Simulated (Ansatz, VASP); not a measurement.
One calculation of AlN, two programs

```
Al N
1.0
     3.31212    0.00000    0.00000
    -1.65606    2.86838    0.00000
     0.00000    0.00000    4.18756
Al N
2 2
Direct
  0.33333 0.66667 0.75000
  0.66667 0.33333 0.25000
  0.33333 0.66667 0.25000
  0.66667 0.33333 0.75000
```

Alike in both runs: task single point; functional PBEsol; k mesh 12 × 12 × 6; occupations gaussian, width 0.05 eV; no spin polarisation.

|  | VASP | Ansatz |
| --- | --- | --- |
| version | VASP 6.6.1 | Ansatz 0.2.0 |
| potentials or method | VASP PAW PBE potentials, release 64 (Al, N), cutoff 520 eV | scalar-relativistic, plane waves, PAW |
| valence electrons in the cell | 16 | 16 |

Ansatz gave:

* gap on the k mesh at the Fermi level (eV): 3.17
* least direct gap on the mesh (eV): 3.17
* pressure (GPa): -3.5
* traceless stress, the component that is largest in VASP (GPa): -0.57

Task: What did VASP give for the same quantities?

Result: gap on the k mesh at the Fermi level (eV): 3.19; least direct gap on the mesh (eV): 3.19; pressure (GPa): -3.5; traceless stress, the component that is largest in VASP (GPa): -0.59.

VASP's potentials were made for PBE, not for PBEsol.
